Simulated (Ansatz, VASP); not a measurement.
Two plane-wave programs on Se

INCAR

```
ALGO = Normal
EDIFF = 1E-7
ENCUT = 520
GGA = CA
ISIF = 2
ISMEAR = 0
LASPH = T
LCHARG = F
LREAL = F
LWAVE = F
NBANDS = 9
NELM = 100
PREC = Accurate
SIGMA = 0.15
```

KPOINTS

```
k-points
0
Gamma
  16 16 16
```

POSCAR

```
Se
1.0
    2.8105630200      0.0000000000      0.0000000000
    0.0000000000      2.8105630200      0.0000000000
    0.0000000000      0.0000000000      2.8105630200
Se
1
Direct
    0.0000000000      0.0000000000      0.0000000000
```

Input for Ansatz:

```yaml
crystal:
  lattice:
    - [2.81056302, 0.0, 0.0]
    - [0.0, 2.81056302, 0.0]
    - [0.0, 0.0, 2.81056302]
  atoms:
    - { symbol: Se, position: [0.0, 0.0, 0.0] }
basis:
  ecutwfc: 420
kpoints:
  mp_grid: { grid: [16, 16, 16] }
hamiltonian:
  xc: lda
scf:
  occupations: { method: gaussian, width: 0.15 }
output:
  forces: true
  stress: true
  eigenvalues: true
```

Alike in both runs: task single point; functional LDA; k mesh 16 × 16 × 16; occupations gaussian, width 0.15 eV; no spin polarisation.

```csv
,VASP,Ansatz
version,VASP 6.6.1,Ansatz 0.2.0
potentials or method,"VASP PAW LDA potentials, release 64 (Se), cutoff 520 eV","scalar-relativistic, plane waves, PAW"
valence electrons in the cell,6,16
```

VASP gave:

| Item | Value |
| --- | --- |
| gap on the k mesh at the Fermi level (eV) | none |
| pressure (GPa) | -3.3 |

What did Ansatz give for the same quantities?

gap on the k mesh at the Fermi level (eV): none; pressure (GPa): -3.5.

LDA's correlation is that of Perdew and Zunger in VASP and of Perdew and Wang (1992) in Ansatz. A gap of «none» marks a metal or a gap that the smearing closes. VASP's potentials hold 6 valence electrons a cell and Ansatz's 16, so a difference there can come from the potentials and not from the codes.
